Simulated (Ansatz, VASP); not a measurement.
Given: the input of a run of Ansatz 0.2.0 on ZnS.

The input input.yaml:

```yaml
crystal:
  lattice:
    - [0.0, 2.7375567091, 2.7375567091]
    - [2.7375567091, 0.0, 2.7375567091]
    - [2.7375567091, 2.7375567091, 0.0]
  atoms:
    - { symbol: Zn, position: [0.75, 0.75, 0.75] }
    - { symbol: S, position: [0.0, 0.0, 0.0] }
hamiltonian:
  xc: r2scan0
  pseudopotentials: { kind: paw }
kpoints:
  mp_grid: { grid: [5, 5, 5] }
scf:
  occupations: { method: fermi_dirac, width: 0.05 }
output:
  forces: true
  stress: true
  eigenvalues: true
```

Potentials or basis: Ansatz PAW.

Launch:

```console
$ ansatz run input.yaml --threads 2 --pin off --max-ram 5632MiB --backend cpu --events-out ev --progress --plain --runs-dir out
```

Set up the same calculation for VASP 6.6.1. Potentials there: VASP PAW PBE potentials, release 64 (Zn, S).

As run (the cutoff follows the program's own potentials):

POSCAR

```
ZnS
1.0
    0.0000000000      2.7375567091      2.7375567091
    2.7375567091      0.0000000000      2.7375567091
    2.7375567091      2.7375567091      0.0000000000
Zn S
1 1
Direct
    0.7500000000      0.7500000000      0.7500000000
    0.0000000000      0.0000000000      0.0000000000
```

File INCAR.step1:

```
PREC     = Accurate       # precision mode
ENCUT    = 520            # plane-wave cutoff, eV
EDIFF    = 1E-5           # SCF threshold, eV
ISMEAR   = -1             # smearing method
SIGMA    = 0.05           # smearing width, eV
LREAL    = False          # projectors in reciprocal space
LASPH    = True           # aspherical terms in the spheres
NELM     = 100            # most SCF steps
ALGO     = Normal         # electronic algorithm
ISIF     = 2              # what is computed and relaxed
LWAVE    = True           # write WAVECAR
GGA      = PE             # functional
NBANDS   = 16             # bands
```

The input INCAR.step2:

```
PREC     = Accurate       # precision mode
ENCUT    = 520            # plane-wave cutoff, eV
EDIFF    = 1E-6           # SCF threshold, eV
ISMEAR   = -1             # smearing method
SIGMA    = 0.05           # smearing width, eV
LREAL    = False          # projectors in reciprocal space
LASPH    = True           # aspherical terms in the spheres
NELM     = 100            # most SCF steps
ALGO     = Normal         # electronic algorithm
ISIF     = 2              # what is computed and relaxed
LWAVE    = False          # write WAVECAR
LCHARG   = True           # write CHGCAR
METAGGA  = R2SCAN         # meta-GGA
LHFCALC  = True           # exact exchange
AEXX     = 0.25           # exact-exchange fraction
LMIXTAU  = True         
PRECFOCK = Normal       
LELF     = True           # ELF
LVHAR    = True         
ISTART   = 1            
NBANDS   = 16             # bands
```

File KPOINTS:

```
Automatic mesh
0
Gamma
  5 5 5
```

Potentials or basis: VASP PAW PBE potentials, release 64 (Zn, S).

Launch:

```sh
$ cat potpaw_PBE.64/Zn/POTCAR potpaw_PBE.64/S/POTCAR > POTCAR
$ cp INCAR.step1 INCAR
$ mpirun -np 1 vasp_std > vasp.out
$ cp INCAR.step2 INCAR
$ mpirun -np 1 vasp_std > vasp.out
```

Both were run:

|  | VASP | Ansatz | Ansatz less VASP |
| --- | --- | --- | --- |
| gap on the k mesh at the Fermi level (eV) | 4.18 | 4.16 | -0.017 |
| least direct gap on the mesh (eV) | 4.18 | 4.16 | -0.017 |
| pressure (GPa) | -3.4 | -3.3 | +0.12 |

VASP's potentials were made for PBE, not for r2SCAN0.

Noted on Ansatz's run: odd divisions of the mesh miss points on the zone boundary, where band edges often lie, so the gap on the mesh can be too wide.
